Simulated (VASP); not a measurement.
# ZnS (F-43m) in VASP: further runs, part 2 of 2

VASP 6.6.1. The steps go on from the part before.

**4. Single point, r2SCAN**

This run uses another cell than the first one, of 19.78 Å³/atom, 1.011 times its volume.

Contents of POSCAR:

```
ZnS
1.0
    0.0000000000      2.7046500000      2.7046500000
    2.7046500000      0.0000000000      2.7046500000
    2.7046500000      2.7046500000      0.0000000000
Zn S
1 1
Direct
    0.0000000000      0.0000000000      0.0000000000
    0.7500000000      0.7500000000      0.7500000000
```

Contents of INCAR.step1:

```
ALGO = Normal ; EDIFF = 1E-5
ENCUT = 550 ; GGA = PE
GGA_COMPAT = F ; ISMEAR = 0
LASPH = T ; LCHARG = F
LREAL = F ; LWAVE = T
NBANDS = 16 ; NELM = 120
PREC = Accurate ; SIGMA = 0.1
```

Contents of INCAR.step2:

```
ALGO = Normal ; EDIFF = 1E-6
ENCUT = 550 ; GGA_COMPAT = F
ISIF = 2 ; ISMEAR = 0
ISTART = 1 ; LASPH = T
LCHARG = T ; LELF = T
LMIXTAU = T ; LREAL = F
LVHAR = T ; LWAVE = F
METAGGA = R2SCAN ; NBANDS = 16
NELM = 120 ; PREC = Accurate
SIGMA = 0.1
```

Contents of KPOINTS:

```
k-points
0
Gamma
  6 6 6
```

Potentials or basis: VASP PAW PBE potentials, release 64 (Zn, S).

The run is started by

```
$ cat potpaw_PBE.64/Zn/POTCAR potpaw_PBE.64/S/POTCAR > POTCAR
$ cp INCAR.step1 INCAR
$ mpirun -np 1 vasp_std > vasp.out
$ cp INCAR.step2 INCAR
$ mpirun -np 1 vasp_std > vasp.out
```

OUTCAR:

```text
EDIFF = 1E-6
   ENCUT = 550
   ISIF = 2
   ISMEAR = 0
   ISTART = 1
   LASPH = T
   LREAL = F
   METAGGA = R2SCAN
   NELM = 120
   PREC = Accurate

 ion  position               nearest neighbor table
   1  0.000  0.000  0.000-   2 2.34   2 2.34   2 2.34   2 2.34
   2  0.750  0.750  0.750-   1 2.34   1 2.34   1 2.34   1 2.34

  LATTYP: Found a face centered cubic cell.
 ALAT       =     5.4093000000

  Lattice vectors:

 A1 = (   0.0000000000,   2.7046500000,   2.7046500000)
 A2 = (   2.7046500000,   0.0000000000,   2.7046500000)
 A3 = (   2.7046500000,   2.7046500000,   0.0000000000)

Analysis of symmetry for initial positions (statically):
=====================================================================
 Subroutine PRICEL returns:
 Original cell was already a primitive cell.

 Routine SETGRP: Setting up the symmetry group for a
 face centered cubic supercell.

 Subroutine GETGRP returns: Found 24 space group operations
 (whereof 24 operations were pure point group operations)
 out of a pool of 48 trial point group operations.

The static configuration has the point symmetry T_d .

Analysis of symmetry for dynamics (positions and initial velocities):
=====================================================================
 Subroutine PRICEL returns:
 Original cell was already a primitive cell.

 Routine SETGRP: Setting up the symmetry group for a
 face centered cubic supercell.

 Subroutine GETGRP returns: Found 24 space group operations
 (whereof 24 operations were pure point group operations)
 out of a pool of 48 trial point group operations.

The dynamic configuration has the point symmetry T_d .

 Subroutine INISYM returns: Found 24 space group operations
 (whereof 24 operations are pure point group operations),
 and found     1 'primitive' translations

[... 100 lines left out ...]
   ISMEAR =     0;   SIGMA  =   0.10  broadening in eV -4-tet -1-fermi 0-gaus
   EFERMI_NEDOS =   21; number of points for ismear=-14 and -15
   IALGO  =     38    algorithm
   IMIX   =      4    mixing-type and parameters
     AMIX     =   0.40;   BMIX     =  1.00
     AMIX_MAG =   1.60;   BMIX_MAG =  1.00
  volume/ion in A,a.u.               =      19.78       133.51
  Fermi-wavevector in a.u.,A,eV,Ry     =   1.259055  2.379268 21.568210  1.585219
  Thomas-Fermi vector in A             =   2.392634
   LORBIT       =      0    0 simple, 1 ext, 2 COOP (PROOUT), +10 PAW based schemes
   METAGGA = R2SCAN    functional components
   LHFCALC =     F    Hartree Fock is set to
   AEXX    =    0.0000 exact exchange contribution
   IVDW    =     0    specifies the selected vdW correction
   LEPSILON=     F    determine dielectric tensor
   LRPA    =     F    only Hartree local field effects (RPA)
 non-spin polarized calculation
 Gauss-broadening in eV      SIGMA  =   0.10
  energy-cutoff  :      550.00
  volume of cell :       39.57
 maximum number of plane-waves:      1173
 NGX is ok and might be reduce to    30

 number of electron      18.0000016 magnetization

 Free energy of the ion-electron system (eV)
  ---------------------------------------------------
  ext. energy  EPLUGINS =         0.00000000
  ---------------------------------------------------
  free energy    TOTEN  =       -18.86284082 eV

  energy without entropy =      -18.86284082  energy(sigma->0) =      -18.86284082

 E-fermi :   2.2694     XC(G=0): -10.2686

 val. band max:        1.8047665349   @ k =   0.0000   0.0000   0.0000
 cond. band min:       4.4649110084   @ k =   0.0000   0.0000   0.0000
 fundamental gap:      2.6601444736
 Fermi energy:         2.2694498906

 k-point     1 :       0.0000    0.0000    0.0000
  band No.  band energies     occupation
      1     -11.8488      2.00000
      2      -4.6838      2.00000
      3      -4.6838      2.00000
      4      -4.6838      2.00000
      5      -4.1425      2.00000
      6      -4.1425      2.00000
[... 281 lines left out ...]
      3      -4.3713      2.00000
      4      -4.2740      2.00000
      5      -4.1198      2.00000
      6      -3.7932      2.00000
[... 8 lines left out ...]
     15      16.3880      0.00000
     16      17.4330      0.00000

------------------------ aborting loop because EDIFF is reached ----------------------------------------

  FORCE on cell =-STRESS in cart. coord.  units (eV):
  Direction    XX          YY          ZZ          XY          YZ          ZX
  --------------------------------------------------------------------------------------
  -------------------------------------------------------------------------------------
  Total       -0.2099068     -0.2099068     -0.2099068      0.0000000      0.0000000     -0.0000000
  in kB       -8.4991169     -8.4991169     -8.4991169      0.0000000      0.0000000     -0.0000000
  external PRESSURE =      -8.4991169 kB  Pullay stress =       0.0000000 kB

 VOLUME and BASIS-vectors are now :
 -----------------------------------------------------------------------------
  energy-cutoff  :      550.00
  volume of cell :       39.57
      direct lattice vectors                 reciprocal lattice vectors
     0.000000000  2.704650000  2.704650000    -0.184866803  0.184866803  0.184866803
     2.704650000  0.000000000  2.704650000     0.184866803 -0.184866803  0.184866803
     2.704650000  2.704650000  0.000000000     0.184866803  0.184866803 -0.184866803

 POSITION                                       TOTAL-FORCE (eV/Angst)
 -----------------------------------------------------------------------------------
      0.00000      0.00000      0.00000        -0.000000     -0.000000      0.000000
      4.05697      4.05697      4.05697         0.000000      0.000000     -0.000000
 -----------------------------------------------------------------------------------
    total drift:                                0.000001      0.000001      0.000001

  FREE ENERGIE OF THE ION-ELECTRON SYSTEM (eV)
  ---------------------------------------------------
  free  energy   TOTEN  =       -18.8628408171 eV

  energy  without entropy=      -18.8628408171  energy(sigma->0) =      -18.86284082
```

OSZICAR.step1:

```text
N       E                     dE             d eps       ncg     rms          rms(c)
DAV:   1     0.899832502383E+02    0.89983E+02   -0.91206E+03   512   0.140E+03
DAV:   2    -0.115165190987E+01   -0.91135E+02   -0.85500E+02   568   0.263E+02
DAV:   3    -0.721080543433E+01   -0.60592E+01   -0.60315E+01   632   0.657E+01
DAV:   4    -0.727324158164E+01   -0.62436E-01   -0.62424E-01   624   0.680E+00
DAV:   5    -0.727400768919E+01   -0.76611E-03   -0.76608E-03   672   0.733E-01    0.683E+00
DAV:   6    -0.686603025136E+01    0.40798E+00   -0.73483E-01   744   0.299E+01    0.534E+00
DAV:   7    -0.684570258913E+01    0.20328E-01   -0.25103E-01   576   0.449E+00    0.271E+00
DAV:   8    -0.684500460951E+01    0.69798E-03   -0.50763E-03   656   0.852E-01    0.714E-01
DAV:   9    -0.684525700101E+01   -0.25239E-03   -0.12734E-03   616   0.285E-01    0.100E-01
DAV:  10    -0.684543174173E+01   -0.17474E-03   -0.24225E-04   608   0.135E-01    0.536E-02
DAV:  11    -0.684542181195E+01    0.99298E-05   -0.34986E-05   592   0.765E-02
   1 F= -.68454218E+01 E0= -.68454218E+01  d E =-.143011E-11
```

Wall time 44 s (1 thread of Intel Xeon 6975P-C, shared host); peak memory 0.17 GiB.

Results:

| Item | Value |
| --- | --- |
| Free energy | -18.8628 eV |
| Pressure | -0.8 GPa |
| Band gap on the k mesh | 2.66 eV, direct |

Caveat: the PAW data sets were made with another functional, which shifts forces and pressure a little.

**5. Single point, r2SCAN**

This run uses another cell than the first one: it holds 4 atoms, not 2.

Contents of POSCAR:

```
ZnS
1.0
    0.0000000000     -2.6945131938     -2.6945131938
   -2.6945131938      0.0000000000     -2.6945131938
    2.6945131938      2.6945131938     -5.3890263875
Zn S
2 2
Direct
    0.0000000000      0.0000000000      0.0000000000
    0.5000000000      0.5000000000      0.5000000000
    0.3750000000      0.3750000000      0.8750000000
    0.8750000000      0.8750000000      0.3750000000
```

Contents of INCAR.step1:

```
  PREC = Accurate
  ENCUT = 520
  ISMEAR = 0
  SIGMA = 0.05
  LREAL = F
  LASPH = T
  NELM = 100
  NBANDS = 26
  ISYM = 0
  GGA = PE
  ALGO = Normal
  EDIFF = 1E-4
  LWAVE = T
  LCHARG = F
```

Contents of INCAR.step2:

```
  PREC = Accurate
  ENCUT = 520
  EDIFF = 1E-6
  ISMEAR = 0
  SIGMA = 0.05
  LREAL = F
  LASPH = T
  NELM = 100
  ALGO = Normal
  ISIF = 2
  LWAVE = F
  LCHARG = F
  METAGGA = R2SCAN
  LMIXTAU = T
  NBANDS = 26
  ISYM = 0
  ISTART = 1
```

Contents of KPOINTS:

```
regular mesh
0
Gamma
  6 6 8
```

The run is started by

```
$ cat potpaw_PBE.64/Zn/POTCAR potpaw_PBE.64/S/POTCAR > POTCAR
$ cp INCAR.step1 INCAR
$ mpirun -np 1 vasp_std > vasp.out
$ cp INCAR.step2 INCAR
$ mpirun -np 1 vasp_std > vasp.out
```

It took 31 min on 1 thread of Oxide Virtual Turin-like, shared host; peak memory 0.35 GiB.

It converged, with:

| Quantity | Value |
| --- | --- |
| Free energy | -37.7305 eV |
| Pressure | 0.1 GPa |
| Band gap on the k mesh | 2.71 eV |

Levels at points of the mesh, in eV from the valence-band top:
| k point | band 15 | band 16 | band 17 | band 18 | band 19 | band 20 | band 21 | band 22 |
| --- | --- | --- | --- | --- | --- | --- | --- | --- |
| (0.00, 0.00, 0.00) | -0.90 | 0.00 | 0.00 | 0.00 | 2.71 | 3.83 | 6.90 | 6.90 |
| (0.50, 0.00, 0.00) | -2.47 | -2.47 | -1.66 | -1.66 | 4.75 | 4.75 | 6.48 | 6.48 |
| (0.00, 0.50, 0.00) | -2.47 | -2.47 | -1.66 | -1.66 | 4.75 | 4.75 | 6.48 | 6.48 |
| (0.50, 0.50, 0.00) | -2.31 | -2.31 | -0.90 | -0.90 | 3.71 | 3.83 | 4.48 | 7.39 |
| (0.00, 0.00, 0.50) | -0.49 | -0.49 | -0.49 | -0.49 | 4.03 | 4.03 | 7.49 | 7.49 |
| (0.50, 0.00, 0.50) | -2.31 | -2.31 | -0.90 | -0.90 | 3.71 | 3.83 | 4.48 | 7.39 |
| (0.00, 0.50, 0.50) | -2.31 | -2.31 | -0.90 | -0.90 | 3.71 | 3.83 | 4.48 | 7.39 |
| (0.50, 0.50, 0.50) | -2.47 | -2.47 | -1.66 | -1.66 | 4.75 | 4.75 | 6.48 | 6.48 |

Caveat: the PAW data sets were made with another functional, which shifts forces and pressure a little.

**6. Summary**

| cell | k mesh | cutoff (eV) | smearing | gap on the mesh (eV) | pressure (GPa) |
| --- | --- | --- | --- | --- | --- |
| a = 3.811 Å, angles 60.0°, 2 atoms | 8 × 8 × 8 | 520 | gaussian 0.05 eV | 2.71 | 0.0 |
| a = 3.811, b = 3.811, c = 5.389 Å, 4 atoms | 6 × 6 × 4 | 520 | gaussian 0.05 eV | 2.71 | 0.1 |
| a = 3.825 Å, angles 60.0°, 2 atoms | 6 × 6 × 6 | 550 | gaussian 0.1 eV | 2.66 | -0.8 |
| a = 3.811, b = 3.811, c = 6.600 Å, angles 73.2, 73.2, 60.0°, 4 atoms | 6 × 6 × 8 | 520 | gaussian 0.05 eV | 2.71 | 0.1 |

Alike in all rows: task single point; level r2SCAN; potentials or basis VASP PAW PBE potentials, release 64 (Zn, S); no spin polarisation.

Caveats: the PAW data sets were made with another functional, which shifts forces and pressure a little.

Absolute energies hang on the potentials; compare differences alone.

**7. Comparison with measurements**

Step 2. Measured gap of ZnS: 3.85 eV (direct; 19 K; quoted in “Electronic, vibrational, and thermodynamic properties of ZnS (zincblende and rocksalt structure)”, 2009, arxiv:0911.5022). This calculation gives 2.71 eV (-1.14 eV). The value is that of r2SCAN, without temperature or zero-point motion.

Step 4. Measured gap of ZnS: 3.85 eV (direct; 19 K; quoted in “Electronic, vibrational, and thermodynamic properties of ZnS (zincblende and rocksalt structure)”, 2009, arxiv:0911.5022). This calculation gives 2.66 eV (-1.19 eV). The value is that of r2SCAN, without temperature or zero-point motion.
